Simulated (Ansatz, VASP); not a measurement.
**One calculation of Ru, two programs**

```xyz
2
Lattice="0.0000 2.6531 2.6531 2.6531 0.0000 2.6531 2.6531 2.6531 0.0000" Properties=species:S:1:pos:R:3 pbc="T T T"
Ru    0.6633    0.6633    0.6633
Ru    4.6429    4.6429    4.6429
```

Alike in both runs: task single point; functional PBE; k mesh 11 × 11 × 11; occupations fermi-dirac, width 0.1 eV; no spin polarisation.

|  | VASP | Ansatz |
| --- | --- | --- |
| version | VASP 6.6.1 | Ansatz 0.2.0 |
| potentials or method | VASP PAW PBE potentials, release 64 (Ru_pv), cutoff 520 eV | plane waves (420 eV) with PAW, scalar-relativistic |
| valence electrons in the cell | 28 | 32 |

```tsv
	VASP	Ansatz	Ansatz less VASP
pressure (GPa)	17.0	16.5	-0.43
```

VASP's potentials hold 28 valence electrons a cell and Ansatz's 32, so a difference there can come from the potentials and not from the codes.
